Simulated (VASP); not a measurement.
**AlN: single point with LDA**

Crystal: AlN.

```
Al N
1.0
     3.11425    0.00000    0.00000
    -1.55713    2.69702    0.00000
     0.00000    0.00000    4.98462
Al N
2 2
Direct
  0.33333 0.66667 0.00152
  0.66667 0.33333 0.50152
  0.33333 0.66667 0.38348
  0.66667 0.33333 0.88348
```

* Program: VASP 6.6.1
* Task: single point
* Functional: LDA
* Potentials or basis: VASP PAW LDA potentials, release 64 (Al, N)
* Cutoff: 520 eV
* k mesh: 9 × 9 × 6
* Occupations: gaussian, width 0.05 eV
* Spin: no spin polarisation

```yaml
Pressure: -4.4 GPa
Largest_force: 0.010 eV/Å
Band_gap_on_the_k_mesh: 4.20 eV, direct
```

Forces in eV/Å, atoms in the order of the input:
```
Al   0.000  0.000  0.010
Al   0.000  0.000  0.010
N    0.000  0.000 -0.010
N    0.000  0.000 -0.010
```

Stress tensor (GPa, compression positive):
```
-4.53  0.00  0.00
 0.00 -4.53  0.00
 0.00  0.00 -4.22
```

Levels at points of the mesh, in eV from the valence-band top:
```csv
k point,band 5,band 6,band 7,band 8,band 9,band 10,band 11,band 12
"(0.00, 0.00, 0.00)",-0.88,-0.22,-0.22,0.00,4.20,6.52,10.46,10.92
"(0.00, 0.00, 0.50)",-0.56,-0.56,-0.56,-0.56,6.39,6.39,10.12,10.12
```

It took 9.3 s on 1 thread of Intel(R) Xeon(R) 6975P-C (Granite Rapids), with other jobs on the host, peak memory 0.15 GiB.

A k mesh can miss the band edges. As with any semilocal functional, this LDA gap is likely too small.
